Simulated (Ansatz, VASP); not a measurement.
**Ge: VASP beside Ansatz**

```
Ge
1.0
     0.00000    2.79064    2.79064
     2.79064    0.00000    2.79064
     2.79064    2.79064    0.00000
Ge
2
Direct
  0.50000 0.50000 0.50000
  0.75000 0.75000 0.75000
```

Alike in both runs: task single point; functional r2SCAN; k mesh 12 × 12 × 12; occupations gaussian, width 0.02 eV; no spin polarisation.

|  | VASP | Ansatz |
| --- | --- | --- |
| version | VASP 6.6.1 | Ansatz 0.2.0 |
| potentials or method | VASP PAW PBE potentials, release 64 (Ge_d), cutoff 550 eV | scalar-relativistic, plane waves, PAW |
| valence electrons in the cell | 28 | 28 |

|  | VASP | Ansatz | Ansatz less VASP |
| --- | --- | --- | --- |
| gap on the k mesh at the Fermi level (eV) | 0.58 | 0.61 | +0.024 |
| least direct gap on the mesh (eV) | 0.80 | 0.85 | +0.045 |
| pressure (GPa) | 4.2 | 4.0 | -0.15 |

VASP's potentials were made for PBE, not for r2SCAN.
